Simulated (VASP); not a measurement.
Set up this calculation in VASP 6.6.1, as the native input.

```
Task                   : single point
Functional             : PBEsol
Potentials or basis    : VASP PAW PBE potentials, release 64 (I, Cu)
Cutoff                 : 520 eV
k mesh                 : 8 × 8 × 8
Occupations            : fermi-dirac, width 0.05 eV
Spin                   : no spin polarisation
Dipole correction      : no
Further INCAR settings : ALGO = Normal; EDIFF = 1e-07; NBANDS = 16
```

The structure of CuI (Marshite) lies in POSCAR:

```
CuI
1.0
    0.0000000000      2.9905287613      2.9905287613
    2.9905287613      0.0000000000      2.9905287613
    2.9905287613      2.9905287613      0.0000000000
I Cu
1 1
Direct
    0.0000000000      0.0000000000      0.0000000000
    0.7500000000      0.7500000000      0.7500000000
```

This cell differs from its parent crystal: volume scaled by 0.96.

One way to write it, as run:

INCAR

```
ALGO = Normal
EDIFF = 1E-7
ENCUT = 520
GGA = PS
ISIF = 2
ISMEAR = -1
LASPH = True
LCHARG = False
LREAL = False
LWAVE = False
NBANDS = 16
NELM = 80
PREC = Accurate
SIGMA = 0.05
```

KPOINTS

```
k-points
0
Gamma
  8 8 8
```

Potentials or basis: VASP PAW PBE potentials, release 64 (I, Cu).

The run is started by

```console
$ cat potpaw_PBE.64/I/POTCAR potpaw_PBE.64/Cu/POTCAR > POTCAR
$ mpirun -np 1 vasp_std > vasp.out
```

It gave:

```
Pressure               : -0.9 GPa
Band gap on the k mesh : 1.14 eV, direct
```

Caveat: the PAW data sets were made with another functional, which shifts forces and pressure a little; spin-orbit coupling is left out, which moves the levels of the heavy elements.

Wall time 11 s on 1 thread of Intel(R) Xeon(R) 6975P-C (Granite Rapids), with other jobs on the host, peak memory 0.18 GiB.
